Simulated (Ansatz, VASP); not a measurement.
# Ag, level by level in two programs

```
Ag
1.0
     2.90531    0.00000    0.00000
    -1.45266    2.51608    0.00000
     0.00000    0.00000   10.06623
Ag
4
Cartesian
  0.0000 0.0000 5.0331
  0.0000 0.0000 0.0000
  1.4527 0.8387 7.5497
  0.0000 1.6774 2.5166
```

Single points on this cell with VASP 6.6.1 and Ansatz 0.2.0. Each row is one pair of runs. Alike in all rows: spin: off; k mesh: 11 × 11 × 3; smearing: fermi-dirac, width 0.05 eV.

```csv
level,"VASP's potentials, cutoff","Ansatz's potentials, cutoff","gap on the k mesh at the Fermi level (eV), VASP","gap on the k mesh at the Fermi level (eV), Ansatz","pressure (GPa), VASP","pressure (GPa), Ansatz"
PBE,"VASP PAW PBE potentials, release 64 (Ag), 520 eV","Ansatz PAW, 420 eV",none,none,-2.3,-2.2
LDA,"VASP PAW LDA potentials, release 64 (Ag), 520 eV","Ansatz PAW, 420 eV",none,?,-12.5,?
r2SCAN,"VASP PAW PBE potentials, release 64 (Ag), 520 eV","Ansatz PAW, 500 eV",none,none,-4.9,-5.0
```

Question: Fill in what Ansatz gave in row 2.

Answer: gap on the k mesh at the Fermi level (eV): none; pressure (GPa): -12.6.

VASP's potentials hold 44 valence electrons a cell and Ansatz's 76, so a difference there can come from the potentials and not from the codes.

A gap of «none» marks a metal or a gap that the smearing closes.
